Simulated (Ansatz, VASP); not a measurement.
One calculation of Li3ClO, two programs

INCAR

```
PREC     = Accurate       # precision mode
ENCUT    = 520            # plane-wave cutoff, eV
EDIFF    = 1E-6           # SCF threshold, eV
ISMEAR   = 0              # smearing method
SIGMA    = 0.05           # smearing width, eV
LREAL    = F              # projectors in reciprocal space
LASPH    = T              # aspherical terms in the spheres
NELM     = 100            # most SCF steps
ALGO     = Normal         # electronic algorithm
ISIF     = 2              # what is computed and relaxed
LWAVE    = F              # write WAVECAR
LCHARG   = F              # write CHGCAR
GGA      = CA             # functional
NBANDS   = 19             # bands
```

KPOINTS

```
Automatic mesh
0
Gamma
  6 6 6
```

The input POSCAR:

```
Li3ClO
1.0
    3.9083370000      0.0000000000      0.0000000000
    0.0000000000      3.9083370000      0.0000000000
    0.0000000000      0.0000000000      3.9083370000
Li Cl O
3 1 1
Direct
    0.0000000000      0.5000000000      0.5000000000
    0.5000000000      0.0000000000      0.5000000000
    0.5000000000      0.5000000000      0.0000000000
    0.0191897475      0.0000000000      0.0000000000
    0.5000000000      0.5000000000      0.5000000000
```

Input for Ansatz:

```yaml
crystal:
  lattice:
    - [3.908337, 0.0, 0.0]
    - [0.0, 3.908337, 0.0]
    - [0.0, 0.0, 3.908337]
  atoms:
    - { symbol: Li, position: [0.0, 0.5, 0.5] }
    - { symbol: Li, position: [0.5, 0.0, 0.5] }
    - { symbol: Li, position: [0.5, 0.5, 0.0] }
    - { symbol: Cl, position: [0.0191897475, 0.0, 0.0] }
    - { symbol: O, position: [0.5, 0.5, 0.5] }
basis:
  ecutwfc: 420
kpoints:
  mp_grid: { grid: [6, 6, 6] }
hamiltonian:
  xc: lda
scf:
  occupations: { method: gaussian, width: 0.05 }
output:
  forces: true
  stress: true
  eigenvalues: true
```

Change from the starting cell: all Cl atoms moved +0.075 Å, as atom 4 along Cartesian [1 0 0].

Alike in both runs: task single point; functional LDA; k mesh 6 × 6 × 6; occupations gaussian, width 0.05 eV; no spin polarisation.

|  | VASP | Ansatz |
| --- | --- | --- |
| version | VASP 6.6.1 | Ansatz 0.2.0 |
| potentials or method | VASP PAW LDA potentials, release 64 (Li_sv, Cl, O), cutoff 520 eV | scalar-relativistic, plane waves, PAW |
| valence electrons in the cell | 22 | 22 |

Ansatz gave:

| Item | Value |
| --- | --- |
| gap on the k mesh at the Fermi level (eV) | 4.57 |
| least direct gap on the mesh (eV) | 4.61 |
| rms of the force components (eV/Å) | 0.049 |

Question: What did VASP give for the same quantities?

Answer: gap on the k mesh at the Fermi level (eV): 4.59; least direct gap on the mesh (eV): 4.61; rms of the force components (eV/Å): 0.049.

LDA's correlation is that of Perdew and Zunger in VASP and of Perdew and Wang (1992) in Ansatz. Atom by atom the forces differ by 0.000 eV/Å (rms over components).

Noted on VASP's run: the cutoff is under 1.25 times that of the potentials, so the pressure is a little rough.
